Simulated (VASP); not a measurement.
Here is a VASP 6.6.1 calculation.

The input INCAR:

```
SYSTEM = H15NO6
  PREC = Accurate
  ENCUT = 520
  EDIFF = 1E-6
  ISMEAR = -1
  SIGMA = 0.02
  LREAL = Auto
  LASPH = .TRUE.
  NELM = 80
  ALGO = Normal
  ISIF = 2
  LWAVE = .FALSE.
  LCHARG = .FALSE.
  GGA = PE
  IVDW = 12
  NBANDS = 45
```

KPOINTS

```
regular mesh
0
G
  1 1 1
  0 0 0
```

The input POSCAR:

```
H15NO6
1.0
    5.8196320000      0.0000000000      0.0000000000
    0.0000000000      5.8196320000      0.0000000000
    0.0000000000      0.0000000000      5.8196320000
O H N
6 15 1
Direct
    1.1305354016      0.6424289371      0.8612572066
   -0.1182892664      0.2050645127      0.7683819183
    0.6407621650      0.8919807988      0.0072685008
    0.6095058932      0.1772792506      0.3971213300
    0.4928146659      0.3938221523      0.9830002997
    0.4260063179      0.6869162861      0.5196720342
    1.1436290130      0.7692926288      0.9876225851
    0.9870039893      0.5642281161      0.9042496158
   -0.1829497123      0.1966103699      0.6070143267
    0.0452777770      0.1704918799      0.7454595067
    0.7792073451      0.9212266343     -0.0838369161
    0.6232868333      0.7183615734      0.0159460255
    0.5411338724      0.3251580169      0.3480116956
    0.6214138626      0.0872220099      0.2542256967
    0.3657447756      0.4848072868      0.9142502481
    0.6006221699      0.3182159972      0.8760519565
    0.5001003500      0.8267533067      0.5763251010
    0.3029916668      0.6553335331      0.6297477229
    0.0057907442      0.0242627025      0.2249454948
    0.2331247062     -0.1454902990      0.3107069313
    0.2786258650      0.0650556599      0.1270698903
    0.1535492279     -0.0608114053      0.1727600646
```

Potentials or basis: VASP PAW PBE potentials, release 64 (O, H, N).

Run with:

```sh
$ cat potpaw_PBE.64/O/POTCAR potpaw_PBE.64/H/POTCAR potpaw_PBE.64/N/POTCAR > POTCAR
$ mpirun -np 1 vasp_gam > vasp.out
```

Q: What does it give for the band gap on the k mesh?

A: 4.43 eV.

Q: Predict the largest force.

A: 2.030 eV/Å.

Q: Estimate the pressure.

A: -0.5 GPa.

Forces in eV/Å, atoms in the order of the input:
```
O   -0.706 -0.742 -0.284
O    0.608 -0.283 -1.043
O    0.036 -1.867  0.123
O    0.011  0.469  0.135
O    0.318  0.009  0.476
O    0.465  0.195 -0.614
H   -0.007  0.525  0.351
H    0.466 -0.223 -0.530
H   -0.213  0.067  0.426
H   -0.301  0.210  0.275
H   -0.186  0.269 -0.033
H    0.015  1.365  0.058
H    0.358 -0.412  0.091
H    0.019 -0.208 -0.123
H    0.036 -0.346 -0.271
H   -0.596  0.509  0.129
H   -0.079 -0.180 -0.036
H   -0.389  0.065  0.405
H    0.694 -0.397 -0.088
H   -0.474  0.218 -0.323
H   -1.215 -0.812  0.279
N    1.141  1.571  0.595
```

Caveat: the k points lie up to 1.08 Å⁻¹ apart.
